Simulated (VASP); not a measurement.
# NbAs (P6_3mc) in VASP: notebook

Runs on NbAs. Level: PBEsol. Tasks: single point, relaxation of cell and atoms.

Program: VASP 6.6.1. These are calculated values, not measurements. Logs are shortened: lines on timing, memory, paths and dates and some standing lists are left out, and cuts for length are marked.

### 1 The cell of the first run

Symmetry: P6_3mc, No. 186, hexagonal system. The conventional cell has a = 3.295 Å, b = 3.295 Å, c = 8.416 Å, α = 90.00°, β = 90.00°, γ = 120.00°. Within 3.3 Å of Nb (site symmetry 3m) lie 4 As at 2.51 to 2.55 Å and 6 Nb at 3.30 Å. As (site symmetry 3m) has 4 Nb at 2.51 to 2.55 Å and 6 As at 3.30 Å within 3.3 Å.

### 2 Single point, PBEsol

Input file INCAR:

```
ALGO = Normal ; EDIFF = 1E-6
ENCUT = 520 ; GGA = PS
ISIF = 2 ; ISMEAR = 0
LASPH = T ; LCHARG = F
LREAL = F ; LWAVE = F
NBANDS = 26 ; NELM = 100
PREC = Accurate ; SIGMA = 0.1
```

Input file KPOINTS:

```
k-points
0
Gamma
  12 12 6
```

Input file POSCAR:

```
NbAs
1.0
    3.2952951115      0.0000000000      0.0000000000
   -1.6476475557      2.8538092795      0.0000000000
    0.0000000000      0.0000000000      8.4164422866
Nb As
2 2
Direct
    0.3333333333      0.6666666667      0.0432988108
    0.6666666667      0.3333333333      0.5432988108
    0.3333333333      0.6666666667      0.3417011892
    0.6666666667      0.3333333333      0.8417011892
```

Potentials or basis: VASP PAW PBE potentials, release 64 (Nb_sv, As).

On the command line:

```sh
$ cat potpaw_PBE.64/Nb_sv/POTCAR potpaw_PBE.64/As/POTCAR > POTCAR
$ mpirun -np 1 vasp_std > vasp.out
```

OUTCAR:

```text
EDIFF = 1E-6
   ENCUT = 520
   GGA = PS
   ISIF = 2
   ISMEAR = 0
   LASPH = T
   LREAL = F
   NELM = 100
   PREC = Accurate

 ion  position               nearest neighbor table
   1  0.333  0.667  0.043-   3 2.51   4 2.55   4 2.55   4 2.55
   2  0.667  0.333  0.543-   4 2.51   3 2.55   3 2.55   3 2.55
   3  0.333  0.667  0.342-   1 2.51   2 2.55   2 2.55   2 2.55
   4  0.667  0.333  0.842-   2 2.51   1 2.55   1 2.55   1 2.55

  LATTYP: Found a hexagonal cell.
 ALAT       =     3.2952951115
 C/A-ratio  =     2.5540784670

  Lattice vectors:

 A1 = (   3.2952951115,   0.0000000000,   0.0000000000)
 A2 = (  -1.6476475557,   2.8538092795,   0.0000000000)
 A3 = (   0.0000000000,   0.0000000000,   8.4164422866)

Analysis of symmetry for initial positions (statically):
=====================================================================
 Subroutine PRICEL returns:
 Original cell was already a primitive cell.

 Routine SETGRP: Setting up the symmetry group for a
 hexagonal supercell.

 Subroutine GETGRP returns: Found 12 space group operations
 (whereof  6 operations were pure point group operations)
 out of a pool of 24 trial point group operations.

The static configuration has the point symmetry C_3v.
 The point group associated with its full space group is C_6v.

Analysis of symmetry for dynamics (positions and initial velocities):
=====================================================================
 Subroutine PRICEL returns:
 Original cell was already a primitive cell.

 Routine SETGRP: Setting up the symmetry group for a
 hexagonal supercell.

 Subroutine GETGRP returns: Found 12 space group operations
 (whereof  6 operations were pure point group operations)
 out of a pool of 24 trial point group operations.

The dynamic configuration has the point symmetry C_3v.
 The point group associated with its full space group is C_6v.

 Subroutine INISYM returns: Found 12 space group operations
 (whereof  6 operations are pure point group operations),
 and found     1 'primitive' translations

----------------------------------------------------------------------------------------

                                     Primitive cell

  volume of cell :      79.1494

  direct lattice vectors                    reciprocal lattice vectors
     3.295295112  0.000000000  0.000000000     0.303462957  0.175204420  0.000000000
    -1.647647556  2.853809280  0.000000000     0.000000000  0.350408840  0.000000000
     0.000000000  0.000000000  8.416442287     0.000000000  0.000000000  0.118815049

  length of vectors
     3.295295112  3.295295111  8.416442287     0.350408840  0.350408840  0.118815049

  position of ions in fractional coordinates (direct lattice)
     0.333333333  0.666666667  0.043298811
     0.666666667  0.333333333  0.543298811
     0.333333333  0.666666667  0.341701189
     0.666666667  0.333333333  0.841701189

  ion indices of the primitive-cell ions
   primitive index   ion index
                 1           1
                 2           2
                 3           3
                 4           4

----------------------------------------------------------------------------------------

 KPOINTS: k-points

Automatic generation of k-mesh.
 Grid dimensions read from file:
 generate k-points for:   12   12    6

 Generating k-lattice:

  Cartesian coordinates                     Fractional coordinates (reciprocal lattice)
     0.025288580  0.014600368  0.000000000     0.083333333  0.000000000  0.000000000
     0.000000000  0.029200737  0.000000000     0.000000000  0.083333333  0.000000000
     0.000000000  0.000000000  0.019802508     0.000000000  0.000000000  0.166666667

  Length of vectors
     0.029200737  0.029200737  0.019802508

  Shift w.r.t. Gamma in fractional coordinates (k-lattice)
     0.000000000  0.000000000  0.000000000

 Subroutine IBZKPT returns following result:
 ===========================================

 Found     76 irreducible k-points:

 Following reciprocal coordinates:
            Coordinates               Weight
  0.000000  0.000000  0.000000      1.000000
  0.083333  0.000000  0.000000      6.000000
  0.166667  0.000000  0.000000      6.000000
  0.250000  0.000000  0.000000      6.000000
  0.333333  0.000000  0.000000      6.000000
  0.416667  0.000000  0.000000      6.000000
[... 16 lines left out ...]
  0.250000  0.000000  0.166667     12.000000
  0.333333  0.000000  0.166667     12.000000
 [... further k-points ...]
   k-points           NKPTS =     76   k-points in BZ     NKDIM =     76   number of bands    NBANDS=     26
   number of dos      NEDOS =    301   number of ions     NIONS =      4
   total plane-waves  NPLWV =  50176
   dimension x,y,z NGX =    28 NGY =   28 NGZ =   64
   dimension x,y,z NGXF=    56 NGYF=   56 NGZF=  128
   ions per type =               2   2
   NGX,Y,Z   is equivalent  to a cutoff of  14.13, 14.13, 12.64 a.u.
   NGXF,Y,Z  is equivalent  to a cutoff of  28.25, 28.25, 25.28 a.u.
 SYSTEM =  unknown system
   PREC   = accura    normal or accurate (medium, high low for compatibility)
   ISTART =      0    job   : 0-new  1-cont  2-samecut
   ICHARG =      2    charge: 1-file 2-atom 10-const
   ISPIN  =      1    spin polarized calculation?
   LNONCOLLINEAR =      F non collinear calculations
   LSORBIT =      F    spin-orbit coupling
   LASPH  =      T    aspherical Exc in radial PAW
   ENCUT  =  520.0 eV  38.22 Ry    6.18 a.u.   6.13  6.13 15.65*2*pi/ulx,y,z
   NELM   =    100;   NELMIN=  2; NELMDL= -5     # of ELM steps
   EDIFF  = 0.1E-05   stopping-criterion for ELM
   LREAL  =      F    real-space projection
   EDIFFG = 0.1E-04   stopping-criterion for IOM
   NSW    =      0    number of steps for IOM
   IBRION =     -1    ionic relax: 0-MD 1-quasi-New 2-CG
   NFREE  =      0    steps in history (QN), initial steepest desc. (CG)
   ISIF   =      2    stress and relaxation
   ISYM   =      2    0-nonsym 1-usesym 2-fastsym
   POTIM  = 0.5000    time-step for ionic-motion
   TEBEG  =    0.0;   TEEND  =   0.0 temperature during run
   PSTRESS=    0.0 pullay stress
   NELECT =      36.0000    total number of electrons
   NUPDOWN=      -1.0000    fix difference up-down
   EMIN   =  10.00;   EMAX   =-10.00  energy-range for DOS
   EFERMI =   0.00;   METHOD = LEGACY
   ISMEAR =     0;   SIGMA  =   0.10  broadening in eV -4-tet -1-fermi 0-gaus
   EFERMI_NEDOS =   21; number of points for ismear=-14 and -15
   IALGO  =     38    algorithm
   IMIX   =      4    mixing-type and parameters
     AMIX     =   0.40;   BMIX     =  1.00
     AMIX_MAG =   1.60;   BMIX_MAG =  1.00
  volume/ion in A,a.u.               =      19.79       133.53
  Fermi-wavevector in a.u.,A,eV,Ry     =   1.259002  2.379169 21.566402  1.585086
  Thomas-Fermi vector in A             =   2.392583
   LORBIT       =      0    0 simple, 1 ext, 2 COOP (PROOUT), +10 PAW based schemes
   GGA     = PS    functional components
   LHFCALC =     F    Hartree Fock is set to
   AEXX    =    0.0000 exact exchange contribution
   IVDW    =     0    specifies the selected vdW correction
   LEPSILON=     F    determine dielectric tensor
   LRPA    =     F    only Hartree local field effects (RPA)
 non-spin polarized calculation
 Gauss-broadening in eV      SIGMA  =   0.10
  energy-cutoff  :      520.00
  volume of cell :       79.15
 maximum number of plane-waves:      2157
 NGX is ok and might be reduce to    28
   NGX = 13   NGY = 13   NGZ = 31

 number of electron      35.9999998 magnetization

 Free energy of the ion-electron system (eV)
  ---------------------------------------------------
  ext. energy  EPLUGINS =         0.00000000
  ---------------------------------------------------
  free energy    TOTEN  =       -31.73018878 eV

  energy without entropy =      -31.71715091  energy(sigma->0) =      -31.72366984

 E-fermi :   7.6382     XC(G=0): -11.2471

 val. band max:        7.6348539219   @ k =   0.2500   0.1667   0.3333
 cond. band min:       7.6441230618   @ k =   0.0833   0.0833   0.1667
 fundamental gap:      0.0092691399
 Fermi energy:         7.6382166857

 k-point     1 :       0.0000    0.0000    0.0000
  band No.  band energies     occupation
      1     -47.0489      2.00000
      2     -47.0483      2.00000
      3     -23.2857      2.00000
      4     -23.2469      2.00000
      5     -22.9587      2.00000
      6     -22.9587      2.00000
[... 18 lines left out ...]
     25      13.5717      0.00000
     26      13.5891      0.00000

 k-point     2 :       0.0833    0.0000    0.0000
  band No.  band energies     occupation
      1     -47.0463      2.00000
      2     -47.0457      2.00000
      3     -23.2804      2.00000
      4     -23.2429      2.00000
      5     -22.9848      2.00000
      6     -22.9828      2.00000
[... 18 lines left out ...]
     25      12.9572      0.00000
     26      13.6320      0.00000

 k-point     3 :       0.1667    0.0000    0.0000
  band No.  band energies     occupation
      1     -47.0390      2.00000
      2     -47.0384      2.00000
      3     -23.2660      2.00000
      4     -23.2321      2.00000
      5     -23.0555      2.00000
      6     -23.0537      2.00000
[... 18 lines left out ...]
     25      12.4780      0.00000
     26      13.6107      0.00000

 k-point     4 :       0.2500    0.0000    0.0000
  band No.  band energies     occupation
      1     -47.0290      2.00000
      2     -47.0286      2.00000
      3     -23.2469      2.00000
      4     -23.2187      2.00000
      5     -23.1500      2.00000
      6     -23.1481      2.00000
[... 18 lines left out ...]
     25      12.5331      0.00000
     26      13.4999      0.00000
[... 496 lines left out ...]
      1     -47.0390      2.00000
      2     -47.0385      2.00000
      3     -23.2638      2.00000
      4     -23.2344      2.00000
      5     -23.0554      2.00000
      6     -23.0539      2.00000
[... 18 lines left out ...]
     25      12.3866      0.00000
     26      13.6315      0.00000

 k-point    23 :       0.2500    0.0000    0.1667
  band No.  band energies     occupation
      1     -47.0290      2.00000
      2     -47.0286      2.00000
      3     -23.2450      2.00000
      4     -23.2207      2.00000
      5     -23.1499      2.00000
      6     -23.1482      2.00000
[... 18 lines left out ...]
     25      12.3714      0.00000
     26      13.6349      0.00000

 k-point    24 :       0.3333    0.0000    0.1667
  band No.  band energies     occupation
      1     -47.0190      2.00000
      2     -47.0187      2.00000
      3     -23.2539      2.00000
      4     -23.2495      2.00000
      5     -23.2145      2.00000
      6     -23.1992      2.00000
[... 18 lines left out ...]
     25      12.5171      0.00000
     26      13.5394      0.00000

 [... further k-points ...]

------------------------ aborting loop because EDIFF is reached ----------------------------------------

  FORCE on cell =-STRESS in cart. coord.  units (eV):
  Direction    XX          YY          ZZ          XY          YZ          ZX
  --------------------------------------------------------------------------------------
  -------------------------------------------------------------------------------------
  Total        0.0616563      0.0616563      0.1615240      0.0000000      0.0000000     -0.0000000
  in kB        1.2480745      1.2480745      3.2696388      0.0000000      0.0000000     -0.0000000
  external PRESSURE =       1.9219293 kB  Pullay stress =       0.0000000 kB

 VOLUME and BASIS-vectors are now :
 -----------------------------------------------------------------------------
  energy-cutoff  :      520.00
  volume of cell :       79.15
      direct lattice vectors                 reciprocal lattice vectors
     3.295295112  0.000000000  0.000000000     0.303462957  0.175204420  0.000000000
    -1.647647556  2.853809280  0.000000000     0.000000000  0.350408840  0.000000000
     0.000000000  0.000000000  8.416442287     0.000000000  0.000000000  0.118815049

 POSITION                                       TOTAL-FORCE (eV/Angst)
 -----------------------------------------------------------------------------------
     -0.00000      1.90254      0.36442         0.000000      0.000000      0.018284
      1.64765      0.95127      4.57264        -0.000000     -0.000000      0.018284
     -0.00000      1.90254      2.87591         0.000000     -0.000000     -0.018284
      1.64765      0.95127      7.08413         0.000000     -0.000000     -0.018284
 -----------------------------------------------------------------------------------
    total drift:                               -0.000000      0.000000      0.002400

  FREE ENERGIE OF THE ION-ELECTRON SYSTEM (eV)
  ---------------------------------------------------
  free  energy   TOTEN  =       -31.7301887824 eV

  energy  without entropy=      -31.7171509072  energy(sigma->0) =      -31.72366984
```

Run time: 5.7 min. Hardware: 1 thread of Intel Xeon 8259CL, shared host; peak memory 0.3 GiB.

What came out:

| Property | Result |
| --- | --- |
| Free energy | -31.7302 eV |
| Pressure | 0.2 GPa |
| Largest force | 0.018 eV/Å |
| Band gap on the k mesh | zero (bands 18 and 19 overlap by 0.23 eV) |

Forces on the atoms (eV/Å):
```
Nb   0.000  0.000  0.018
Nb   0.000  0.000  0.018
As   0.000  0.000 -0.018
As   0.000  0.000 -0.018
```

Stress tensor (GPa, compression positive):
```
0.12 0.00 0.00
0.00 0.12 0.00
0.00 0.00 0.33
```

Levels at points of the mesh, in eV from the Fermi level:
| k point | band 16 | band 17 | band 18 | band 19 | band 20 | band 21 |
| --- | --- | --- | --- | --- | --- | --- |
| (0.00, 0.00, 0.00) | -0.52 | -0.52 | -0.40 | 0.84 | 0.84 | 1.47 |
| (0.50, 0.00, 0.00) | -1.57 | -0.34 | -0.28 | 0.25 | 1.23 | 2.37 |
| (0.00, 0.00, 0.50) | -0.68 | -0.68 | -0.68 | 1.11 | 1.11 | 1.11 |
| (0.50, 0.00, 0.50) | -1.27 | -1.07 | -1.07 | 1.16 | 1.16 | 3.16 |

Caveat: the PAW data sets were made with another functional, which shifts forces and pressure a little.

### 3 Relaxation of cell and atoms, PBEsol

This run uses another cell than the first one, of 17.66 Å³/atom.

Input file INCAR:

```
SYSTEM = NbAs
PREC     = Accurate       ! precision mode
ENCUT    = 600            ! plane-wave cutoff, eV
EDIFF    = 1E-6           ! SCF threshold, eV
ISMEAR   = 0              ! smearing method
SIGMA    = 0.1            ! smearing width, eV
LREAL    = .FALSE.        ! projectors in reciprocal space
LASPH    = .TRUE.         ! aspherical terms in the spheres
NELM     = 100            ! most SCF steps
ALGO     = Normal         ! electronic algorithm
ISIF     = 3              ! what is computed and relaxed
LWAVE    = .FALSE.        ! write WAVECAR
LCHARG   = .FALSE.        ! write CHGCAR
GGA      = PS             ! functional
IBRION   = 2              ! ionic algorithm
NSW      = 80             ! ionic steps
EDIFFG   = -0.05          ! ionic threshold
```

Input file KPOINTS:

```
regular mesh
0
G
  6 6 4
  0 0 0
```

Input file POSCAR:

```
NbAs
1.0
    3.4774823675      0.0000000000      0.0000000000
   -1.7387411837      3.0115880715      0.0000000000
    0.0000000000      0.0000000000      6.7434751178
Nb As
2 2
Direct
    0.3333333333      0.6666666667      0.0301515144
    0.6666666667      0.3333333333      0.5301515144
    0.3333333333      0.6666666667      0.3548484856
    0.6666666667      0.3333333333      0.8548484856
```

Potentials or basis: VASP PAW PBE potentials, release 64 (Nb_sv, As).

On the command line:

```sh
$ cat potpaw_PBE.64/Nb_sv/POTCAR potpaw_PBE.64/As/POTCAR > POTCAR
$ mpirun -np 1 vasp_std > vasp.out
```

Wall time 14 min (1 thread of Intel Xeon 8259CL, shared host); peak memory 0.22 GiB.

It converged, with:

```yaml
Free_energy: -31.7208 eV
Relaxed_volume: 19.89 Å³/atom
Relaxed_cell: a = 3.309 Å, b = 3.309 Å, c = 8.389 Å, α = 90.00°, β = 90.00°, γ = 120.00°
Space_group_after_relaxing_to_0.1_Å: P6_3mc (No. 186)
Energy_gained_by_relaxing: 766.5 meV/atom
Ionic_steps: 15
Pressure_after_relaxing: 0.1 GPa
Largest_force_after_relaxing: 0.011 eV/Å
Band_gap_on_the_k_mesh: zero (bands 18 and 19 overlap by 0.05 eV)
```

Forces on the atoms (eV/Å):
```
Nb   0.000  0.000  0.011
Nb   0.000  0.000  0.011
As   0.000  0.000 -0.011
As   0.000  0.000 -0.011
```

Stress tensor (GPa, compression positive):
```
 0.16  0.00  0.00
 0.00  0.16  0.00
 0.00  0.00 -0.16
```

The path:
| step | energy change (eV) | largest force (eV/Å) | pressure (GPa) | volume (Å³) |
| --- | --- | --- | --- | --- |
| 1 | 0.0000 | 1.0932 | 46.88 | 70.62 |
| 2 | 1.7591 | 1.2390 | -18.22 | 135.54 |
| 3 | -2.5151 | 1.5108 | -3.33 | 91.93 |
| 4 | -2.5588 | 1.5883 | -0.89 | 89.85 |
| 5 | -2.5672 | 1.6241 | 0.86 | 88.52 |
| 6 | -2.6738 | 0.6122 | -5.11 | 91.26 |
| 7 | -2.7141 | 0.1618 | -3.45 | 90.32 |
| 8 | -2.8451 | 0.2431 | -0.57 | 86.22 |
| 9 | -2.8819 | 0.5853 | 1.96 | 83.29 |
| 10 | -2.9637 | 0.2927 | 1.67 | 82.26 |
| 11 | -3.0574 | 0.2278 | 1.76 | 79.26 |
| 12 | -3.0580 | 0.2701 | 1.86 | 78.79 |
| 13 | -3.0657 | 0.0375 | -0.05 | 79.60 |
| 14 | -3.0657 | 0.0436 | -0.01 | 79.58 |
| 15 | -3.0660 | 0.0106 | 0.05 | 79.56 |

Final structure:
```xyz
4
Lattice="3.3093 0.0000 0.0000 -1.6546 2.8659 0.0000 0.0000 0.0000 8.3888" Properties=species:S:1:pos:R:3 pbc="T T T"
Nb    0.0000    1.9106    0.3591
Nb    1.6546    0.9553    4.5535
As    0.0000    1.9106    2.8706
As    1.6546    0.9553    7.0650
```

Levels at points of the mesh, in eV from the Fermi level:
| k point | band 16 | band 17 | band 18 | band 19 | band 20 | band 21 |
| --- | --- | --- | --- | --- | --- | --- |
| (0.00, 0.00, 0.00) | -0.57 | -0.57 | -0.32 | 0.80 | 0.80 | 1.43 |
| (0.50, 0.00, 0.00) | -1.62 | -0.32 | -0.32 | 0.26 | 1.25 | 2.35 |
| (0.00, 0.00, 0.50) | -0.73 | -0.70 | -0.70 | 1.07 | 1.07 | 1.07 |
| (0.50, 0.00, 0.50) | -1.24 | -1.12 | -1.12 | 1.16 | 1.16 | 3.10 |

Caveat: a cell axis changed by over 15 % at a fixed basis, so the end point is rough; the PAW data sets were made with another functional, which shifts forces and pressure a little.

(Part 1 of 2 ends here.)

The gap in the log of VASP goes by the Fermi energy; the results here count the filled bands.